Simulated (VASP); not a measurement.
Write the native input for VASP 6.6.1 that does the following.

```yaml
Task: relaxation of cell and atoms
Functional: LDA
Potentials_or_basis: VASP PAW LDA potentials, release 64 (Zn, Cu)
Cutoff: 600 eV
k_mesh: 11 × 11 × 11
Occupations: fermi-dirac, width 0.1 eV
Spin: no spin polarisation
Dipole_correction: no
Further_INCAR_settings: ALGO = Normal; EDIFF = 1e-07; IBRION = 2; EDIFFG = -0.01; NSW = 80; ISIF = 3
```

The structure of ZnCu lies in POSCAR:

```
ZnCu
1.0
    2.9450000000      0.0000000000      0.0000000000
    0.0000000000      2.9450000000      0.0000000000
    0.0000000000      0.0000000000      2.9450000000
Zn Cu
1 1
Direct
    0.5000000000      0.5000000000      0.5000000000
    0.0000000000      0.0000000000      0.0000000000
```

The input as run:

INCAR

```
SYSTEM = ZnCu
PREC = Accurate
ENCUT = 600
EDIFF = 1E-7
ISMEAR = -1
SIGMA = 0.1
LREAL = .FALSE.
LASPH = .TRUE.
NELM = 60
ALGO = Normal
ISIF = 3
LWAVE = .FALSE.
LCHARG = .FALSE.
IBRION = 2
NSW = 80
EDIFFG = -0.01
```

KPOINTS

```
regular mesh
0
G
  11 11 11
  0 0 0
```

Potentials or basis: VASP PAW LDA potentials, release 64 (Zn, Cu).

The run is started by

```console
$ cat potpaw_LDA.64/Zn/POTCAR potpaw_LDA.64/Cu/POTCAR > POTCAR
$ mpirun -np 1 vasp_std > vasp.out
```

It gave:

```yaml
Relaxed_volume: 11.88 Å³/atom
Relaxed_cell: a = 2.875 Å, b = 2.875 Å, c = 2.875 Å, α = 90.00°, β = 90.00°, γ = 90.00°
Space_group_after_relaxing_to_0.1_Å: Pm-3m (No. 221)
Energy_gained_by_relaxing: 27.4 meV/atom
Ionic_steps: 3
Pressure_after_relaxing: 0.0 GPa
Band_gap_on_the_k_mesh: zero (an odd number of electrons rules out a gap without spin polarisation)
```

Wall time 22 s on 1 thread of AMD EPYC 9R45 96-Core Processor (Zen 5), with other jobs on the host, peak memory 0.12 GiB.
